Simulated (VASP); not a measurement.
## ZnCu: single point with PBEsol

Crystal: ZnCu.

```
Zn Cu
1.0
     2.88488    0.00000    0.00000
     0.00000    2.88488    0.00000
     0.00000    0.00000    2.88488
Zn Cu
1 1
Direct
  0.50000 0.50000 0.50000
  0.00000 0.00000 0.00000
```

```
Program             : VASP 6.6.1
Task                : single point
Functional          : PBEsol
Potentials or basis : VASP PAW PBE potentials, release 64 (Zn, Cu_sv_GW)
Cutoff              : 820 eV
k mesh              : 9 × 9 × 9
Occupations         : fermi-dirac, width 0.05 eV
Spin                : no spin polarisation
```

```yaml
Pressure: 3.1 GPa
Band_gap_on_the_k_mesh: zero (an odd number of electrons rules out a gap without spin polarisation)
```

Levels at points of the mesh, in eV from the Fermi level:
| k point | band 11 | band 12 | band 13 | band 14 | band 15 | band 16 | band 17 | band 18 | band 19 | band 20 |
| --- | --- | --- | --- | --- | --- | --- | --- | --- | --- | --- |
| (0.00, 0.00, 0.00) | -3.78 | -3.78 | -2.85 | -2.85 | -2.85 | 6.34 | 6.34 | 6.34 | 11.62 | 11.62 |

It took 17 s on 1 thread of Intel(R) Xeon(R) 6975P-C (Granite Rapids), with other jobs on the host, peak memory 0.19 GiB.

Caveat: the cell stands under pressure; the PAW data sets were made with another functional, which shifts forces and pressure a little.
